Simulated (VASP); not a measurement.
Crystal: Mg.

```
Mg
1.0
     3.20930    0.00000    0.00000
    -1.60465    2.77934    0.00000
     0.00000    0.00000    5.21030
Mg
2
Direct
  0.33333 0.66667 0.25000
  0.66667 0.33333 0.75000
```

- Program: VASP 6.6.1
- Task: relaxation of volume and atoms at fixed shape
- Functional: PBEsol
- Potentials or basis: VASP PAW PBE potentials, release 64 (Mg)
- Cutoff: 600 eV
- k mesh: 9 × 9 × 5
- Occupations: methfessel-paxton, width 0.1 eV
- Spin: no spin polarisation

At the start: pressure -1.2 GPa; volume 23.24 Å³/atom.

Problem. Where does the relaxation end?

Solution. Over 3 steps the energy falls by 3.1 meV/atom and the volume is 22.45 Å³/atom (-3.4 %); space group P6_3/mmc (No. 194, to 0.1 Å) before and after.

Step by step:
| step | energy change (eV) | largest force (eV/Å) | pressure (GPa) | volume (Å³) |
| --- | --- | --- | --- | --- |
| 1 | 0.0000 | 0.0000 | -1.24 | 46.47 |
| 2 | -0.0059 | 0.0000 | -0.32 | 45.28 |
| 3 | -0.0063 | 0.0000 | -0.01 | 44.91 |

Final structure:
```cif
data_structure
_symmetry_space_group_name_H-M 'P 1'
_symmetry_Int_Tables_number 1
_cell_length_a 3.1728
_cell_length_b 3.1728
_cell_length_c 5.1510
_cell_angle_alpha 90.000
_cell_angle_beta 90.000
_cell_angle_gamma 120.000
_cell_volume 44.91
loop_
_atom_site_label
_atom_site_type_symbol
_atom_site_fract_x
_atom_site_fract_y
_atom_site_fract_z
_atom_site_occupancy
Mg1 Mg 0.33333 0.66667 0.25000 1
Mg2 Mg 0.66667 0.33333 0.75000 1
```

Caveat: the PAW data sets were made with another functional, which shifts forces and pressure a little.
